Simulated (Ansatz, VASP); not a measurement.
**K in VASP and in Ansatz**

```
K
1.0
     3.95483    0.00000    0.00000
     0.00000    4.31044    0.00000
     0.00000    0.00000    4.07337
K
1
Cartesian
  0.0000 0.0000 0.0000
```

Change from the starting cell: normal strain along x -0.0825, normal strain along z -0.0550.

Alike in both runs: task single point; functional r2SCAN; k mesh 10 × 10 × 10; occupations gaussian, width 0.15 eV; no spin polarisation.

|  | VASP | Ansatz |
| --- | --- | --- |
| version | VASP 6.6.1 | Ansatz 0.2.0 |
| potentials or method | VASP PAW PBE potentials, release 64 (K_sv), cutoff 520 eV | scalar-relativistic, plane waves, PAW |
| valence electrons in the cell | 9 | 9 |

```tsv
	VASP	Ansatz	Ansatz less VASP
gap on the k mesh at the Fermi level (eV)	none	none	-
pressure (GPa)	0.5	0.5	+0.02
traceless stress, the component that is largest in VASP (GPa)	-0.62	-0.62	+0.003
```

VASP's potentials were made for PBE, not for r2SCAN. A gap of «none» marks a metal or a gap that the smearing closes. The functional is the same, so the differences come from potentials, cutoffs and numerics.
